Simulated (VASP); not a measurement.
Write the native input for VASP 6.6.1 that does the following.

- Task: single point
- Functional: PBEsol
- Potentials or basis: VASP PAW PBE potentials, release 64 (Ba_sv, Ti_sv, O)
- Cutoff: 520 eV
- k mesh: 7 × 7 × 7
- Occupations: fermi-dirac, width 0.05 eV
- Spin: no spin polarisation
- Dipole correction: no
- Further INCAR settings: ALGO = Normal; EDIFF = 1e-06; NBANDS = 28

The structure of BaTiO3 (Barioperovskite) lies in POSCAR:

```
BaTiO3
1.0
    3.9047151383      0.0000000000      0.0000000000
    0.0000000000      2.7611702829      2.7612007659
    0.0000000000     -2.7611702829      2.7612007659
Ba Ti O
1 1 3
Direct
    0.0000000000     -0.0002266730     -0.0002266730
    0.5000000000      0.5006961721      0.5006961721
    0.5000000000      0.9986596543      0.4988829782
    0.5000000000      0.4988829782      0.9986596543
    0.0000000000      0.4988678684      0.4988678684
```

The input as run:

INCAR

```
SYSTEM = BaTiO3
PREC     = Accurate       ! precision mode
ENCUT    = 520            ! plane-wave cutoff, eV
EDIFF    = 1E-6           ! SCF threshold, eV
ISMEAR   = -1             ! smearing method
SIGMA    = 0.05           ! smearing width, eV
LREAL    = .FALSE.        ! projectors in reciprocal space
LASPH    = .TRUE.         ! aspherical terms in the spheres
NELM     = 80             ! most SCF steps
ALGO     = Normal         ! electronic algorithm
ISIF     = 2              ! what is computed and relaxed
LWAVE    = .FALSE.        ! write WAVECAR
LCHARG   = .FALSE.        ! write CHGCAR
GGA      = PS             ! functional
NBANDS   = 28             ! bands
```

KPOINTS

```
regular mesh
0
G
  7 7 7
  0 0 0
```

Potentials or basis: VASP PAW PBE potentials, release 64 (Ba_sv, Ti_sv, O).

Run with:

```bash
$ cat potpaw_PBE.64/Ba_sv/POTCAR potpaw_PBE.64/Ti_sv/POTCAR potpaw_PBE.64/O/POTCAR > POTCAR
$ mpirun -np 1 vasp_std > vasp.out
```

It gave:

- Pressure: 12.4 GPa
- Largest force: 0.003 eV/Å
- Band gap on the k mesh: 1.90 eV, direct

Caveat: the PAW data sets were made with another functional, which shifts forces and pressure a little; spin-orbit coupling is left out, which moves the levels of the heavy elements.

Run time: 110 s on 1 thread of Intel(R) Xeon(R) 6975P-C (Granite Rapids), with other jobs on the host, peak memory 0.24 GiB.
